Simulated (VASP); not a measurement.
Here is a VASP 6.6.1 calculation.

Contents of INCAR:

```
PREC = Accurate
ENCUT = 520
EDIFF = 1E-6
ISMEAR = 0
SIGMA = 0.1
LREAL = False
LASPH = True
NELM = 100
ALGO = Fast
ISIF = 2
LWAVE = False
LCHARG = True
GGA = PE
LELF = True
LVHAR = True
NBANDS = 44
```

KPOINTS

```
regular mesh
0
Gamma
  8 6 6
```

POSCAR

```
CuO
1.0
   -2.2557053507     -0.0005964331     -2.2605302471
   -2.2594277786     -4.5316010716      2.2632550375
   -2.2581527896      4.5313157381      2.2640832572
Cu O
4 4
Direct
    0.5001402287      0.9999068485      0.5000758144
    0.0001314010      0.4998614771      0.5000132120
    1.0000629843      0.9999603406      0.0000302307
    0.5000406895      0.5000084526      1.0000569765
    0.4999361687      0.6250407936      0.3749647503
   -0.0000530117      0.1250079111      0.3749479705
   -0.0001375104      0.6250930560      0.8749334718
    0.4998790497      0.1251211205      0.8749775738
```

Potentials or basis: VASP PAW PBE potentials, release 64 (Cu, O).

The run is started by

```bash
$ cat potpaw_PBE.64/Cu/POTCAR potpaw_PBE.64/O/POTCAR > POTCAR
$ mpirun -np 1 vasp_std > vasp.out
```

Estimate the band gap on the k mesh.

zero (bands 34 and 35 overlap by 1.32 eV).

Estimate the pressure.

0.6 GPa.

Caveat: semilocal functionals often make such compounds metallic where correlation or magnetic order opens a gap, which also shifts bond lengths. With open d or f shells a metallic result of PBE can be an artefact of self-interaction; +U or a hybrid may open a gap.
